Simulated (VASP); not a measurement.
Si3Sn, 4 atoms in the cell. The structure is tetragonal, space group P-4m2 (No. 115). The conventional cell has a = 4.038 Å, b = 4.038 Å, c = 5.749 Å, α = 90.00°, β = 90.00°, γ = 90.00°. Si (site symmetry 2mm) has 2 Si at 2.40 Å and 2 Sn at 2.56 Å within 3.2 Å. Within 3.2 Å of Si (site symmetry -4m2) lie 4 Si at 2.40 Å. Within 3.4 Å of Sn (site symmetry -4m2) lie 4 Si at 2.56 Å. 

| Item | Value |
| --- | --- |
| Program | VASP 6.6.1 |
| Task | single point |
| Functional | r2SCAN |
| Potentials or basis | VASP PAW PBE potentials, release 64 (Si, Sn_d) |
| Cutoff | 520 eV |
| k mesh | 6 × 6 × 4 |
| Occupations | gaussian, width 0.01 eV |
| Spin | no spin polarisation |
| Dipole correction | no |
| Further INCAR settings | ALGO = Normal; EDIFF = 1e-07; NBANDS = 21 |

Potentials or basis: VASP PAW PBE potentials, release 64 (Si, Sn_d).

Run with:

```console
$ cat potpaw_PBE.64/Si/POTCAR potpaw_PBE.64/Sn_d/POTCAR > POTCAR
$ cp INCAR.step1 INCAR
$ mpirun -np 1 vasp_std > vasp.out
$ cp INCAR.step2 INCAR
$ mpirun -np 1 vasp_std > vasp.out
```

Hardware: 1 thread of Intel(R) Xeon(R) Platinum 8375C CPU @ 2.90GHz (Ice Lake) (shared host).

**Question.** Estimate the wall time of this run.

**Answer.** It took 2.3 min on 1 thread of Intel(R) Xeon(R) Platinum 8375C CPU @ 2.90GHz (Ice Lake), with other jobs on the host, peak memory 0.23 GiB. Counts: k points 30.
